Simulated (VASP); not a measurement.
Write the native input for VASP 6.6.1 that does the following.

- Task: single point
- Functional: PBEsol
- Potentials or basis: VASP PAW PBE potentials, release 64 (Pt)
- Cutoff: 520 eV
- k mesh: 11 × 11 × 11
- Occupations: gaussian, width 0.1 eV
- Spin: no spin polarisation
- Dipole correction: no
- Further INCAR settings: ALGO = Normal; EDIFF = 1e-06; NBANDS = 11

The structure of Pt lies in POSCAR:

```
Pt
1.0
    0.0000000000      1.9285679039      1.9285679039
    1.9285679039      0.0000000000      1.9285679039
    1.9285679039      1.9285679039      0.0000000000
Pt
1
Direct
    0.0000000000      0.0000000000      0.0000000000
```

These files were run (other wordings do the same):

INCAR

```
SYSTEM = Pt
PREC = Accurate
ENCUT = 520
EDIFF = 1E-6
ISMEAR = 0
SIGMA = 0.1
LREAL = .FALSE.
LASPH = .TRUE.
NELM = 80
ALGO = Normal
ISIF = 2
LWAVE = .FALSE.
LCHARG = .FALSE.
GGA = PS
NBANDS = 11
```

KPOINTS

```
Automatic mesh
0
G
  11 11 11
  0 0 0
```

Potentials or basis: VASP PAW PBE potentials, release 64 (Pt).

Launch:

```bash
$ cat potpaw_PBE.64/Pt/POTCAR > POTCAR
$ mpirun -np 1 vasp_std > vasp.out
```

Results of the run:

```json
{
 "Pressure": "14.6 GPa",
 "Band gap on the k mesh": "zero (band 5 reaches 12.52 eV, above the bottom of band 6 at 10.21 eV)"
}
```

Caveat: the PAW data sets were made with another functional, which shifts forces and pressure a little; spin-orbit coupling is left out, which moves the levels of the heavy elements.

Run time: 6.1 s on 1 thread of AMD EPYC 9R14 (Zen 4) (shared host), peak memory 0.1 GiB.
